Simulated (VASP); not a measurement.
# TiO2 (P4_2/mnm) in VASP: further runs

The runs below take TiO2 through single point, with r2SCAN+U.

Everything below comes from runs of VASP 6.6.1. Logs are shortened: lines on timing, memory, paths and dates and some standing lists are left out, and cuts for length are marked.

## 1. The cell of the first run

It takes space group P4_2/mnm (No. 136, tetragonal). The conventional cell has a = 4.459 Å, b = 4.459 Å, c = 3.047 Å, α = 90.00°, β = 90.00°, γ = 90.00°. Within 2.5 Å of Ti (site symmetry mmm) lie 6 O at 1.92 to 1.96 Å. Within 2.5 Å of O (site symmetry m2m) lie 3 Ti at 1.92 to 1.96 Å and 1 O at 2.46 Å.

## 2. Single point, r2SCAN+U (biaxial strain in the a-b plane: -3.0 %)

Input file POSCAR:

```
TiO2
1.0
    4.4594152062      0.0000000000      0.0000000000
    0.0000000000      4.4594152062      0.0000000000
    0.0000000000      0.0000000000      3.0470526877
Ti O
2 4
Direct
    0.5000000000      0.5000000000      0.0000000000
    0.0000000000      0.0000000000      0.5000000000
    0.6951017766      0.6951017766      0.5000000000
    0.8048982234      0.1951017766      0.0000000000
    0.1951017766      0.8048982234      0.0000000000
    0.3048982234      0.3048982234      0.5000000000
```

Input file INCAR.step1:

```
SYSTEM = TiO2
PREC     = Accurate       ! precision mode
ENCUT    = 520            ! plane-wave cutoff, eV
ISMEAR   = 0              ! smearing method
SIGMA    = 0.02           ! smearing width, eV
LREAL    = .FALSE.        ! projectors in reciprocal space
LASPH    = .TRUE.         ! aspherical terms in the spheres
NELM     = 150            ! most SCF steps
LMAXMIX  = 4              ! l up to which the mixer works
LDAU     = .TRUE.         ! DFT+U
LDAUTYPE = 2            
LDAUL    = 2 -1           ! shell
LDAUU    = 4 0            ! U, eV
LDAUJ    = 0 0          
NBANDS   = 33             ! bands
GGA      = PE             ! functional
ALGO     = Normal         ! electronic algorithm
EDIFF    = 1E-4           ! SCF threshold, eV
LWAVE    = .TRUE.         ! write WAVECAR
LCHARG   = .FALSE.        ! write CHGCAR
```

Input file INCAR.step2:

```
SYSTEM = TiO2
PREC     = Accurate       ! precision mode
ENCUT    = 520            ! plane-wave cutoff, eV
EDIFF    = 1E-6           ! SCF threshold, eV
ISMEAR   = 0              ! smearing method
SIGMA    = 0.02           ! smearing width, eV
LREAL    = .FALSE.        ! projectors in reciprocal space
LASPH    = .TRUE.         ! aspherical terms in the spheres
NELM     = 150            ! most SCF steps
ALGO     = Normal         ! electronic algorithm
ISIF     = 2              ! what is computed and relaxed
LWAVE    = .FALSE.        ! write WAVECAR
LCHARG   = .TRUE.         ! write CHGCAR
LMAXMIX  = 4              ! l up to which the mixer works
LDAU     = .TRUE.         ! DFT+U
LDAUTYPE = 2            
LDAUL    = 2 -1           ! shell
LDAUU    = 4 0            ! U, eV
LDAUJ    = 0 0          
LDAUPRINT= 1            
METAGGA  = R2SCAN         ! meta-GGA
LMIXTAU  = .TRUE.       
LELF     = .TRUE.         ! ELF
LVHAR    = .TRUE.       
NBANDS   = 33             ! bands
ISTART   = 1
```

Input file KPOINTS:

```
regular mesh
0
G
  6 6 8
  0 0 0
```

Potentials or basis: VASP PAW PBE potentials, release 64 (Ti_sv, O).

Launch:

```bash
$ cat potpaw_PBE.64/Ti_sv/POTCAR potpaw_PBE.64/O/POTCAR > POTCAR
$ cp INCAR.step1 INCAR
$ mpirun -np 1 vasp_std > vasp.out
$ cp INCAR.step2 INCAR
$ mpirun -np 1 vasp_std > vasp.out
```

OUTCAR:

```text
SYSTEM = TiO2
   PREC = Accurate
   ENCUT = 520
   EDIFF = 1E-6
   ISMEAR = 0
   LREAL = .FALSE.
   LASPH = .TRUE.
   NELM = 150
   ISIF = 2
   METAGGA = R2SCAN
   ISTART = 1

 ion  position               nearest neighbor table
   1  0.500  0.500  0.000-   4 1.92   5 1.92   3 1.96   6 1.96   3 1.96   6 1.96
   2  0.000  0.000  0.500-   3 1.92   6 1.92   5 1.96   4 1.96   4 1.96   5 1.96
   3  0.695  0.695  0.500-   2 1.92   1 1.96   1 1.96
   4  0.805  0.195  0.000-   1 1.92   2 1.96   2 1.96
   5  0.195  0.805  0.000-   1 1.92   2 1.96   2 1.96
   6  0.305  0.305  0.500-   2 1.92   1 1.96   1 1.96

  LATTYP: Found a simple tetragonal cell.
 ALAT       =     4.4594152062
 C/A-ratio  =     0.6832852620

  Lattice vectors:

 A1 = (   4.4594152062,   0.0000000000,   0.0000000000)
 A2 = (   0.0000000000,   4.4594152062,   0.0000000000)
 A3 = (   0.0000000000,   0.0000000000,   3.0470526877)

Analysis of symmetry for initial positions (statically):
=====================================================================
 Subroutine PRICEL returns:
 Original cell was already a primitive cell.

 Routine SETGRP: Setting up the symmetry group for a
 simple tetragonal supercell.

 Subroutine GETGRP returns: Found 16 space group operations
 (whereof  8 operations were pure point group operations)
 out of a pool of 16 trial point group operations.

The static configuration has the point symmetry D_2h.
 The point group associated with its full space group is D_4h.

Analysis of symmetry for dynamics (positions and initial velocities):
=====================================================================
 Subroutine PRICEL returns:
 Original cell was already a primitive cell.

 Routine SETGRP: Setting up the symmetry group for a
 simple tetragonal supercell.

 Subroutine GETGRP returns: Found 16 space group operations
 (whereof  8 operations were pure point group operations)
 out of a pool of 16 trial point group operations.

The dynamic configuration has the point symmetry D_2h.
 The point group associated with its full space group is D_4h.

 Subroutine INISYM returns: Found 16 space group operations
 (whereof  8 operations are pure point group operations),
 and found     1 'primitive' translations

----------------------------------------------------------------------------------------

                                     Primitive cell

  volume of cell :      60.5949

  direct lattice vectors                    reciprocal lattice vectors
     4.459415206  0.000000000  0.000000000     0.224244650  0.000000000  0.000000000
     0.000000000  4.459415206  0.000000000     0.000000000  0.224244650  0.000000000
     0.000000000  0.000000000  3.047052688     0.000000000  0.000000000  0.328185989

  length of vectors
     4.459415206  4.459415206  3.047052688     0.224244650  0.224244650  0.328185989

  position of ions in fractional coordinates (direct lattice)
     0.500000000  0.500000000  0.000000000
     0.000000000  0.000000000  0.500000000
     0.695101777  0.695101777  0.500000000
     0.804898223  0.195101777  0.000000000
     0.195101777  0.804898223  0.000000000
     0.304898223  0.304898223  0.500000000

  ion indices of the primitive-cell ions
   primitive index   ion index
[... 109 lines left out ...]
   AEXX    =    0.0000 exact exchange contribution
   IVDW    =     0    specifies the selected vdW correction
   LEPSILON=     F    determine dielectric tensor
   LRPA    =     F    only Hartree local field effects (RPA)
 non-spin polarized calculation
 Gauss-broadening in eV      SIGMA  =   0.02
  energy-cutoff  :      520.00
  volume of cell :       60.59
 maximum number of plane-waves:      1652
 NGX is ok and might be reduce to    36
   NGX = 17   NGY = 17   NGZ = 11

atom =   1  type =  1  l = 2

 onsite density matrix

spin component  1

  0.2009  0.0000  0.0922  0.0000  0.0000
  0.0000  0.1739  0.0000  0.0851  0.0000
  0.0922  0.0000  0.1302  0.0000  0.0000
  0.0000  0.0851  0.0000  0.1739  0.0000
  0.0000  0.0000  0.0000  0.0000  0.0963

spin component  2

  0.2009  0.0000  0.0922  0.0000  0.0000
  0.0000  0.1739  0.0000  0.0851  0.0000
  0.0922  0.0000  0.1302  0.0000  0.0000
  0.0000  0.0851  0.0000  0.1739  0.0000
  0.0000  0.0000  0.0000  0.0000  0.0963

 occupancies and eigenvectors

  o =  0.0668  v = -0.5665  0.0000  0.8241  0.0000 -0.0000  0.0000  0.0000  0.0000  0.0000  0.0000      0.0000  0.0000  0.0000  0.0000  0.0000  0.0000  0.0000  0.0000  0.0000  0.0000
  o =  0.0668  v =  0.0000  0.0000  0.0000  0.0000  0.0000 -0.5665  0.0000  0.8241  0.0000 -0.0000      0.0000  0.0000  0.0000  0.0000  0.0000  0.0000  0.0000  0.0000  0.0000  0.0000
  o =  0.0888  v =  0.0000  0.7071  0.0000 -0.7071  0.0000  0.0000  0.0000  0.0000  0.0000  0.0000      0.0000  0.0000  0.0000  0.0000  0.0000  0.0000  0.0000  0.0000  0.0000  0.0000
  o =  0.0888  v =  0.0000  0.0000  0.0000  0.0000  0.0000  0.0000  0.7071  0.0000 -0.7071  0.0000      0.0000  0.0000  0.0000  0.0000  0.0000  0.0000  0.0000  0.0000  0.0000  0.0000
  o =  0.0963  v = -0.0000 -0.0000  0.0000  0.0000  1.0000  0.0000  0.0000  0.0000  0.0000  0.0000      0.0000  0.0000  0.0000  0.0000  0.0000  0.0000  0.0000  0.0000  0.0000  0.0000
  o =  0.0963  v =  0.0000  0.0000  0.0000  0.0000  0.0000 -0.0000 -0.0000  0.0000  0.0000  1.0000      0.0000  0.0000  0.0000  0.0000  0.0000  0.0000  0.0000  0.0000  0.0000  0.0000
  o =  0.2590  v =  0.0000  0.0000  0.0000  0.0000  0.0000  0.0000 -0.7071  0.0000 -0.7071 -0.0000      0.0000  0.0000  0.0000  0.0000  0.0000  0.0000  0.0000  0.0000  0.0000  0.0000
  o =  0.2590  v =  0.0000 -0.7071  0.0000 -0.7071 -0.0000  0.0000  0.0000  0.0000  0.0000  0.0000      0.0000  0.0000  0.0000  0.0000  0.0000  0.0000  0.0000  0.0000  0.0000  0.0000
  o =  0.2642  v = -0.8241  0.0000 -0.5665  0.0000 -0.0000  0.0000  0.0000  0.0000  0.0000  0.0000      0.0000  0.0000  0.0000  0.0000  0.0000  0.0000  0.0000  0.0000  0.0000  0.0000
  o =  0.2642  v =  0.0000  0.0000  0.0000  0.0000  0.0000 -0.8241  0.0000 -0.5665  0.0000 -0.0000      0.0000  0.0000  0.0000  0.0000  0.0000  0.0000  0.0000  0.0000  0.0000  0.0000

atom =   2  type =  1  l = 2

 onsite density matrix

spin component  1

  0.2009  0.0000 -0.0922  0.0000  0.0000
  0.0000  0.1739  0.0000 -0.0851  0.0000
 -0.0922  0.0000  0.1302  0.0000  0.0000
  0.0000 -0.0851  0.0000  0.1739  0.0000
  0.0000  0.0000  0.0000  0.0000  0.0963

spin component  2

  0.2009  0.0000 -0.0922  0.0000  0.0000
  0.0000  0.1739  0.0000 -0.0851  0.0000
 -0.0922  0.0000  0.1302  0.0000  0.0000
  0.0000 -0.0851  0.0000  0.1739  0.0000
  0.0000  0.0000  0.0000  0.0000  0.0963

 occupancies and eigenvectors

  o =  0.0668  v = -0.5665 -0.0000 -0.8241  0.0000  0.0000  0.0000  0.0000  0.0000  0.0000  0.0000      0.0000  0.0000  0.0000  0.0000  0.0000  0.0000  0.0000  0.0000  0.0000  0.0000
  o =  0.0668  v =  0.0000  0.0000  0.0000  0.0000  0.0000 -0.5665 -0.0000 -0.8241  0.0000  0.0000      0.0000  0.0000  0.0000  0.0000  0.0000  0.0000  0.0000  0.0000  0.0000  0.0000
  o =  0.0888  v =  0.0000 -0.7071  0.0000 -0.7071 -0.0000  0.0000  0.0000  0.0000  0.0000  0.0000      0.0000  0.0000  0.0000  0.0000  0.0000  0.0000  0.0000  0.0000  0.0000  0.0000
  o =  0.0888  v =  0.0000  0.0000  0.0000  0.0000  0.0000  0.0000 -0.7071  0.0000 -0.7071 -0.0000      0.0000  0.0000  0.0000  0.0000  0.0000  0.0000  0.0000  0.0000  0.0000  0.0000
  o =  0.0963  v = -0.0000  0.0000 -0.0000  0.0000 -1.0000  0.0000  0.0000  0.0000  0.0000  0.0000      0.0000  0.0000  0.0000  0.0000  0.0000  0.0000  0.0000  0.0000  0.0000  0.0000
  o =  0.0963  v =  0.0000  0.0000  0.0000  0.0000  0.0000 -0.0000  0.0000 -0.0000  0.0000 -1.0000      0.0000  0.0000  0.0000  0.0000  0.0000  0.0000  0.0000  0.0000  0.0000  0.0000
  o =  0.2590  v =  0.0000  0.0000  0.0000  0.0000  0.0000  0.0000 -0.7071  0.0000  0.7071 -0.0000      0.0000  0.0000  0.0000  0.0000  0.0000  0.0000  0.0000  0.0000  0.0000  0.0000
  o =  0.2590  v =  0.0000 -0.7071  0.0000  0.7071 -0.0000  0.0000  0.0000  0.0000  0.0000  0.0000      0.0000  0.0000  0.0000  0.0000  0.0000  0.0000  0.0000  0.0000  0.0000  0.0000
  o =  0.2642  v = -0.8241 -0.0000  0.5665  0.0000  0.0000  0.0000  0.0000  0.0000  0.0000  0.0000      0.0000  0.0000  0.0000  0.0000  0.0000  0.0000  0.0000  0.0000  0.0000  0.0000
  o =  0.2642  v =  0.0000  0.0000  0.0000  0.0000  0.0000 -0.8241 -0.0000  0.5665  0.0000  0.0000      0.0000  0.0000  0.0000  0.0000  0.0000  0.0000  0.0000  0.0000  0.0000  0.0000

 number of electron      47.9999995 magnetization

 Free energy of the ion-electron system (eV)
  ---------------------------------------------------
  ext. energy  EPLUGINS =         0.00000000
  ---------------------------------------------------
  free energy    TOTEN  =       -64.49432260 eV

  energy without entropy =      -64.49432260  energy(sigma->0) =      -64.49432260

 E-fermi :   5.3881     XC(G=0): -12.3518

 val. band max:        5.2510664128   @ k =   0.0000   0.0000   0.0000
 cond. band min:       8.1395145739   @ k =   0.0000   0.0000   0.0000
 fundamental gap:      2.8884481611
 Fermi energy:         5.3881295498

 k-point     1 :       0.0000    0.0000    0.0000
  band No.  band energies     occupation
      1     -54.8609      2.00000
      2     -54.8388      2.00000
      3     -30.1039      2.00000
      4     -30.1039      2.00000
      5     -29.9193      2.00000
      6     -29.9193      2.00000
[... 853 lines left out ...]
     32      10.8036      0.00000
     33      12.4463      0.00000

 [... further k-points ...]

------------------------ aborting loop because EDIFF is reached ----------------------------------------

  FORCE on cell =-STRESS in cart. coord.  units (eV):
  Direction    XX          YY          ZZ          XY          YZ          ZX
  --------------------------------------------------------------------------------------
  -------------------------------------------------------------------------------------
  Total        7.1491301      7.1491301      2.9272934      0.0000000      0.0000000      0.0000000
  in kB      189.0288082    189.0288082     77.4000149      0.0000000      0.0000000      0.0000000
  external PRESSURE =     151.8192104 kB  Pullay stress =       0.0000000 kB

 VOLUME and BASIS-vectors are now :
 -----------------------------------------------------------------------------
  energy-cutoff  :      520.00
  volume of cell :       60.59
      direct lattice vectors                 reciprocal lattice vectors
     4.459415206  0.000000000  0.000000000     0.224244650  0.000000000  0.000000000
     0.000000000  4.459415206  0.000000000     0.000000000  0.224244650  0.000000000
     0.000000000  0.000000000  3.047052688     0.000000000  0.000000000  0.328185989

 POSITION                                       TOTAL-FORCE (eV/Angst)
 -----------------------------------------------------------------------------------
      2.22971      2.22971      0.00000         0.000000      0.000000      0.000000
      0.00000      0.00000      1.52353         0.000000      0.000000      0.000000
      3.09975      3.09975      1.52353         0.043647      0.043647     -0.000000
      3.58938      0.87004      0.00000        -0.043647      0.043647     -0.000000
      0.87004      3.58938      0.00000         0.043647     -0.043647      0.000000
      1.35967      1.35967      1.52353        -0.043647     -0.043647      0.000000
 -----------------------------------------------------------------------------------
    total drift:                                0.000000      0.000000     -0.000000

  FREE ENERGIE OF THE ION-ELECTRON SYSTEM (eV)
  ---------------------------------------------------
  free  energy   TOTEN  =       -64.4943226045 eV

  energy  without entropy=      -64.4943226045  energy(sigma->0) =      -64.49432260
```

Run time: 2.9 min. Hardware: 1 thread of Intel Xeon 6975P-C (Granite Rapids), shared host; peak memory 0.23 GiB.

What came out:

```
Free energy            : -64.4943 eV
Pressure               : 15.2 GPa
Largest force          : 0.062 eV/Å
Band gap on the k mesh : 2.89 eV, direct
```

Forces on the atoms (eV/Å):
```
Ti   0.000  0.000  0.000
Ti   0.000  0.000  0.000
O    0.044  0.044  0.000
O   -0.044  0.044  0.000
O    0.044 -0.044  0.000
O   -0.044 -0.044  0.000
```

Eigenvalues of the final occupation matrices:
```tsv
site	spin	trace	eigenvalues
site 1 d	1	0.78	0.07 0.09 0.10 0.26 0.26
site 1 d	2	0.78	0.07 0.09 0.10 0.26 0.26
site 2 d	1	0.78	0.07 0.09 0.10 0.26 0.26
site 2 d	2	0.78	0.07 0.09 0.10 0.26 0.26
```

Caveat: the cell differs from its parent crystal (biaxial strain in the a-b plane: -3.0 %); the PAW data sets were made with another functional, which shifts forces and pressure a little. A k mesh can miss the band edges.

## 3. Single point, r2SCAN+U (biaxial strain in the a-b plane: -3.0 %, then relaxed in part)

Input file POSCAR:

```
TiO2
1.0
    4.4594152062      0.0000000000      0.0000000000
    0.0000000000      4.4594152062      0.0000000000
    0.0000000000      0.0000000000      3.0586261594
Ti O
2 4
Direct
    0.5000000000      0.5000000000      0.0000000000
    0.0000000000      0.0000000000      0.5000000000
    0.6949666168      0.6949666168      0.5000000000
    0.8050333832      0.1949666168      0.0000000000
    0.1949666168      0.8050333832      0.0000000000
    0.3050333832      0.3050333832      0.5000000000
```

Input file INCAR.step1:

```
SYSTEM = TiO2
PREC = Accurate ; ENCUT = 520
ISMEAR = 0 ; SIGMA = 0.02
LREAL = .FALSE. ; LASPH = .TRUE.
NELM = 150 ; LMAXMIX = 4
LDAU = .TRUE. ; LDAUTYPE = 2
LDAUL = 2 -1 ; LDAUU = 4 0
LDAUJ = 0 0 ; NBANDS = 33
GGA = PE ; ALGO = Normal
EDIFF = 1E-4 ; LWAVE = .TRUE.
LCHARG = .FALSE.
```

Input file INCAR.step2:

```
SYSTEM = TiO2
PREC = Accurate ; ENCUT = 520
EDIFF = 1E-6 ; ISMEAR = 0
SIGMA = 0.02 ; LREAL = .FALSE.
LASPH = .TRUE. ; NELM = 150
ALGO = Normal ; ISIF = 2
LWAVE = .FALSE. ; LCHARG = .FALSE.
LMAXMIX = 4 ; LDAU = .TRUE.
LDAUTYPE = 2 ; LDAUL = 2 -1
LDAUU = 4 0 ; LDAUJ = 0 0
LDAUPRINT = 1 ; METAGGA = R2SCAN
LMIXTAU = .TRUE. ; NBANDS = 33
ISTART = 1
```

Input file KPOINTS:

```
Automatic mesh
0
G
  6 6 8
  0 0 0
```

Potentials or basis: VASP PAW PBE potentials, release 64 (Ti_sv, O).

Launch:

```bash
$ cat potpaw_PBE.64/Ti_sv/POTCAR potpaw_PBE.64/O/POTCAR > POTCAR
$ cp INCAR.step1 INCAR
$ mpirun -np 1 vasp_std > vasp.out
$ cp INCAR.step2 INCAR
$ mpirun -np 1 vasp_std > vasp.out
```

Wall time 5 min (1 thread of Intel Xeon 6975P-C, shared host); peak memory 0.23 GiB.

Results (log left out):

| Quantity | Value |
| --- | --- |
| Free energy | -64.5042 eV |
| Pressure | 13.9 GPa |
| Largest force | 0.057 eV/Å |
| Band gap on the k mesh | 2.88 eV, direct |

Forces on the atoms (eV/Å):
```
Ti   0.000  0.000  0.000
Ti   0.000  0.000  0.000
O    0.040  0.040  0.000
O   -0.040  0.040  0.000
O    0.040 -0.040  0.000
O   -0.040 -0.040  0.000
```

Stress tensor (GPa, compression positive):
```
18.05  0.00  0.00
 0.00 18.05  0.00
 0.00  0.00  5.69
```

Levels at points of the mesh, in eV from the valence-band top:
```tsv
k point	band 22	band 23	band 24	band 25	band 26	band 27
(0.00, 0.00, 0.00)	-0.47	-0.47	0.00	2.88	3.25	3.35
(0.50, 0.00, 0.00)	-2.10	-0.83	-0.83	3.57	3.57	4.07
(0.50, 0.50, 0.00)	-1.78	-1.11	-1.11	2.94	2.94	3.43
(0.00, 0.00, 0.50)	-2.60	-1.48	-1.48	3.89	3.89	4.06
(0.50, 0.00, 0.50)	-2.06	-1.17	-1.17	2.94	2.94	4.00
(0.50, 0.50, 0.50)	-1.36	-0.70	-0.70	3.61	3.61	4.00
```

Eigenvalues of the final occupation matrices:
| site | spin | trace | eigenvalues |
| --- | --- | --- | --- |
| site 1 d | 1 | 0.77 | 0.07 0.09 0.10 0.26 0.26 |
| site 1 d | 2 | 0.77 | 0.07 0.09 0.10 0.26 0.26 |
| site 2 d | 1 | 0.77 | 0.07 0.09 0.10 0.26 0.26 |
| site 2 d | 2 | 0.77 | 0.07 0.09 0.10 0.26 0.26 |

Caveat: the cell differs from its parent crystal (biaxial strain in the a-b plane: -3.0 %, then relaxed in part); the PAW data sets were made with another functional, which shifts forces and pressure a little.
